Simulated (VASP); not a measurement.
Here is a VASP 6.6.1 calculation.

The input INCAR:

```
ALGO     = Normal         # electronic algorithm
EDIFF    = 1E-6           # SCF threshold, eV
ENCUT    = 520            # plane-wave cutoff, eV
GGA      = PE             # functional
ISIF     = 2              # what is computed and relaxed
ISMEAR   = 0              # smearing method
LASPH    = True           # aspherical terms in the spheres
LCHARG   = True           # write CHGCAR
LELF     = True           # ELF
LREAL    = False          # projectors in reciprocal space
LVHAR    = True         
LWAVE    = False          # write WAVECAR
NBANDS   = 27             # bands
NELM     = 60             # most SCF steps
PREC     = Accurate       # precision mode
SIGMA    = 0.03           # smearing width, eV
```

The input KPOINTS:

```
k-points
0
Gamma
  12 12 2
```

POSCAR

```
InO
1.0
    3.2809331112      0.0000000000      0.0000000000
   -1.6404665556      2.8413714224      0.0000000000
    0.0000000000      0.0000000000     16.2740275000
In O
2 2
Direct
    0.6666666667      0.3333333333      0.5900210000
    0.6666666667      0.3333333333      0.4099790000
    0.0000000000      0.0000000000      0.6398670000
    0.0000000000      0.0000000000      0.3601330000
```

Potentials or basis: VASP PAW PBE potentials, release 64 (In_d, O).

Launch:

```bash
$ cat potpaw_PBE.64/In_d/POTCAR potpaw_PBE.64/O/POTCAR > POTCAR
$ mpirun -np 1 vasp_std > vasp.out
```

(1) Predict the band gap on the k mesh.

(2) Estimate the largest force.

Answers

(1) 0.16 eV (least direct gap 1.45 eV).

(2) 1.270 eV/Å.

Caveat: the cell differs from its parent crystal (strain -0.050 along x and y, +0.025 along z); spin-orbit coupling is left out, which moves the levels of the heavy elements.
